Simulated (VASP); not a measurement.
# GdN (Fm-3m) in VASP: further runs

The runs below take GdN through electric field gradients, with r2SCAN.

Program: VASP 6.6.1. These are calculated values, not measurements. Logs are shortened: lines on timing, memory, paths and dates and some standing lists are left out, and cuts for length are marked.

## 1. The cell of the first run

It takes space group Fm-3m (No. 225, cubic). Conventional cell: a = 4.973 Å, b = 4.973 Å, c = 4.973 Å, α = 90.00°, β = 90.00°, γ = 90.00°. Gd (site symmetry m-3m) has 6 N at 2.49 Å within 3.3 Å. Within 3.3 Å of N (site symmetry m-3m) lie 6 Gd at 2.49 Å.

## 2. Electric field gradients, r2SCAN, collinear spin, ferromagnetic start

File POSCAR:

```
GdN
1.0
    0.0000000000      2.4865793971      2.4865793971
    2.4865793971      0.0000000000      2.4865793971
    2.4865793971      2.4865793971      0.0000000000
Gd N
1 1
Direct
    0.0000000000      0.0000000000      0.0000000000
    0.5000000000      0.5000000000      0.5000000000
```

File INCAR.step1:

```
PREC = Accurate ; ENCUT = 800
ISMEAR = 0 ; SIGMA = 0.05
LREAL = False ; LASPH = True
NELM = 200 ; ISPIN = 2
MAGMOM = 7.62 0 ; LMAXMIX = 6
NBANDS = 22 ; GGA = PE
ALGO = Normal ; EDIFF = 1E-5
LWAVE = True ; LCHARG = False
GGA_COMPAT = False
```

File INCAR.step2:

```
PREC = Accurate ; ENCUT = 800
EDIFF = 1E-8 ; ISMEAR = 0
SIGMA = 0.05 ; LREAL = False
LASPH = True ; NELM = 200
ALGO = Normal ; ISIF = 2
LWAVE = False ; LCHARG = False
ISPIN = 2 ; MAGMOM = 7.62 0
LORBIT = 11 ; LMAXMIX = 6
METAGGA = R2SCAN ; LMIXTAU = True
LEFG = True ; NBANDS = 22
ISTART = 1 ; GGA_COMPAT = False
```

File KPOINTS:

```
regular mesh
0
Gamma
  12 12 12
```

Potentials or basis: VASP PAW PBE potentials, release 64 (Gd, N).

Started as:

```console
cat potpaw_PBE.64/Gd/POTCAR potpaw_PBE.64/N/POTCAR > POTCAR
cp INCAR.step1 INCAR
mpirun -np 1 vasp_std > vasp.out
cp INCAR.step2 INCAR
mpirun -np 1 vasp_std > vasp.out
```

OUTCAR:

```text
PREC = Accurate
   ENCUT = 800
   EDIFF = 1E-8
   ISMEAR = 0
   LREAL = False
   LASPH = True
   NELM = 200
   ISIF = 2
   ISPIN = 2
   LORBIT = 11
   METAGGA = R2SCAN
   ISTART = 1

 ion  position               nearest neighbor table
   1  0.000  0.000  0.000-   2 2.49   2 2.49   2 2.49   2 2.49   2 2.49   2 2.49
   2  0.500  0.500  0.500-   1 2.49   1 2.49   1 2.49   1 2.49   1 2.49   1 2.49

  LATTYP: Found a face centered cubic cell.
 ALAT       =     4.9731587942

  Lattice vectors:

 A1 = (   0.0000000000,   2.4865793971,   2.4865793971)
 A2 = (   2.4865793971,   0.0000000000,   2.4865793971)
 A3 = (   2.4865793971,   2.4865793971,   0.0000000000)

Analysis of symmetry for initial positions (statically):
=====================================================================
 Subroutine PRICEL returns:
 Original cell was already a primitive cell.

 Routine SETGRP: Setting up the symmetry group for a
 face centered cubic supercell.

 Subroutine GETGRP returns: Found 48 space group operations
 (whereof 48 operations were pure point group operations)
 out of a pool of 48 trial point group operations.

The static configuration has the point symmetry O_h .

Analysis of symmetry for dynamics (positions and initial velocities):
=====================================================================
 Subroutine PRICEL returns:
 Original cell was already a primitive cell.

 Routine SETGRP: Setting up the symmetry group for a
 face centered cubic supercell.

 Subroutine GETGRP returns: Found 48 space group operations
 (whereof 48 operations were pure point group operations)
 out of a pool of 48 trial point group operations.

The dynamic configuration has the point symmetry O_h .

Analysis of structural, dynamic, and magnetic symmetry:
=====================================================================
 Subroutine PRICEL returns:
 Original cell was already a primitive cell.

 Routine SETGRP: Setting up the symmetry group for a
 face centered cubic supercell.

 Subroutine GETGRP returns: Found 48 space group operations
[... 166 lines left out ...]
      5      -9.9847      1.00000
      6      -0.2047      1.00000
[... 589 lines left out ...]
     21      14.5434      0.00000
     22      16.9005      0.00000

 [... further k-points ...]

 spin component 2

 k-point     1 :       0.0000    0.0000    0.0000
  band No.  band energies     occupation
      1     -37.8582      1.00000
      2     -15.2558      1.00000
      3     -15.2558      1.00000
      4     -15.2558      1.00000
      5     -10.0263      1.00000
      6       3.0192      1.00000
[... 589 lines left out ...]
     21      15.8936      0.00000
     22      18.0999      0.00000

 [... further k-points ...]

------------------------ aborting loop because EDIFF is reached ----------------------------------------

  FORCE on cell =-STRESS in cart. coord.  units (eV):
  Direction    XX          YY          ZZ          XY          YZ          ZX
  --------------------------------------------------------------------------------------
  -------------------------------------------------------------------------------------
  Total        0.0355353      0.0355353      0.0355353      0.0000000      0.0000000     -0.0000000
  in kB        1.8515408      1.8515408      1.8515408      0.0000000      0.0000000     -0.0000000
  external PRESSURE =       1.8515408 kB  Pullay stress =       0.0000000 kB

 VOLUME and BASIS-vectors are now :
 -----------------------------------------------------------------------------
  energy-cutoff  :      800.00
  volume of cell :       30.75
      direct lattice vectors                 reciprocal lattice vectors
     0.000000000  2.486579397  2.486579397    -0.201079443  0.201079443  0.201079443
     2.486579397  0.000000000  2.486579397     0.201079443 -0.201079443  0.201079443
     2.486579397  2.486579397  0.000000000     0.201079443  0.201079443 -0.201079443

 POSITION                                       TOTAL-FORCE (eV/Angst)
 -----------------------------------------------------------------------------------
      0.00000      0.00000      0.00000         0.000000     -0.000000      0.000000
      2.48658      2.48658      2.48658         0.000000      0.000000     -0.000000
 -----------------------------------------------------------------------------------
    total drift:                                0.000000     -0.000000     -0.000000

  FREE ENERGIE OF THE ION-ELECTRON SYSTEM (eV)
  ---------------------------------------------------
  free  energy   TOTEN  =       -53.8600243990 eV

  energy  without entropy=      -53.8599258445  energy(sigma->0) =      -53.85997512

 Electric field gradients (V/A^2)
---------------------------------------------------------------------
 ion       V_xx      V_yy      V_zz      V_xy      V_xz      V_yz
---------------------------------------------------------------------
   1      -0.000     0.000    -0.000    -0.001    -0.001    -0.001
   2      -0.000     0.000    -0.000     0.000     0.000     0.000
---------------------------------------------------------------------

 Electric field gradients after diagonalization (V/A^2)
 (convention: |V_zz| > |V_xx| > |V_yy|)
----------------------------------------------------------------------
 ion       V_xx      V_yy      V_zz     asymmetry (V_yy - V_xx)/ V_zz
----------------------------------------------------------------------
   1       0.001     0.001    -0.001       0.000
   2      -0.000    -0.000     0.001       0.000
----------------------------------------------------------------------

           NMR quadrupolar parameters

 Cq : quadrupolar parameter    Cq=e*Q*V_zz/h
 eta: asymmetry parameters     (V_yy - V_xx)/ V_zz
 Q  : nuclear electric quadrupole moment in mb (millibarn)
----------------------------------------------------------------------
 ion       Cq(MHz)       eta       Q (mb)
----------------------------------------------------------------------
   1      -0.000       0.000       1.000
   2       0.000       0.000       1.000
----------------------------------------------------------------------

 total charge

# of ion       s       p       d       f       tot
--------------------------------------------------
    1        2.039   5.695   0.520   6.984  15.238
    2        1.251   2.406   0.000   0.000   3.657
--------------------------------------------------
tot          3.290   8.101   0.520   6.984  18.895

 magnetization (x)

# of ion       s       p       d       f       tot
--------------------------------------------------
    1       -0.011  -0.130   0.086   6.846   6.792
    2       -0.011  -0.110   0.000   0.000  -0.121
--------------------------------------------------
tot         -0.022  -0.240   0.086   6.846   6.671
```

OSZICAR.step1:

```text
N       E                     dE             d eps       ncg     rms          rms(c)
DAV:   1     0.164447240254E+03    0.16445E+03   -0.10751E+04  8908   0.782E+03
DAV:   2     0.310346126340E+01   -0.16134E+03   -0.13645E+03  8664   0.548E+02
[... 31 lines left out ...]
DAV:  34    -0.232277365543E+02   -0.63290E-03   -0.43431E-03  8880   0.385E+00    0.156E+00
DAV:  35    -0.232275504232E+02    0.18613E-03   -0.93241E-04 10260   0.126E+00    0.807E-01
DAV:  36    -0.232274696338E+02    0.80789E-04   -0.29678E-04  9916   0.859E-01    0.327E-01
DAV:  37    -0.232273281493E+02    0.14148E-03   -0.40954E-04  8154   0.124E+00    0.263E-01
DAV:  38    -0.232273446400E+02   -0.16491E-04   -0.13373E-04 10470   0.167E-01    0.209E-01
DAV:  39    -0.232273428514E+02    0.17886E-05   -0.23401E-06  4284   0.744E-02
   1 F= -.23227343E+02 E0= -.23227278E+02  d E =-.130021E-03  mag=     6.9994
```

Run time: 22 min. Hardware: 1 thread of Oxide Virtual Turin-like, shared host; peak memory 0.31 GiB.

Results:

| Property | Result |
| --- | --- |
| Free energy | -53.8600 eV |
| Pressure | 0.2 GPa |
| Band gap on the k mesh | zero (filled and empty bands overlap) |
| Net moment | 7.00 μB per cell |
| Site moments | Gd +6.79; N -0.12 μB |
| Largest electric field gradient by atom | under 0.05 V/Å² on every atom |
| Valence electrons inside the program's atomic spheres | Gd 15.24; N 3.66 |

Levels at points of the mesh, in eV from the Fermi level:
Spin up:
```csv
k point,band 11,band 12,band 13,band 14,band 15,band 16,band 17,band 18,band 19,band 20
"(0.00, 0.00, 0.00)",-3.72,-3.72,0.20,0.20,0.20,2.71,2.71,2.71,3.77,4.86
"(0.50, 0.00, 0.00)",-3.74,-3.71,-3.70,-2.73,-2.73,5.51,6.16,6.16,7.14,10.43
"(0.50, 0.50, 0.00)",-3.78,-3.76,-1.56,-0.28,-0.27,-0.27,6.74,6.95,7.82,7.82
```
Spin down:
| k point | band 4 | band 5 | band 6 | band 7 | band 8 | band 9 | band 10 | band 11 | band 12 | band 13 |
| --- | --- | --- | --- | --- | --- | --- | --- | --- | --- | --- |
| (0.00, 0.00, 0.00) | -19.16 | -13.93 | -0.88 | -0.88 | -0.88 | 2.84 | 3.51 | 3.51 | 3.51 | 3.69 |
| (0.50, 0.00, 0.00) | -19.26 | -11.94 | -4.17 | -2.64 | -2.64 | 2.98 | 3.14 | 3.14 | 3.44 | 3.44 |
| (0.50, 0.50, 0.00) | -19.60 | -13.72 | -1.18 | -0.84 | -0.84 | 0.51 | 3.21 | 3.28 | 3.34 | 3.34 |

Caveat: the PAW data sets were made with another functional, which shifts forces and pressure a little; spin-orbit coupling is left out, which moves the levels of the heavy elements; a cell with one magnetic atom can't hold antiferromagnetic order, which such compounds often take; semilocal functionals describe open f shells poorly, which spoils levels, moments and volumes.

(Continued in part 2 of 2.)
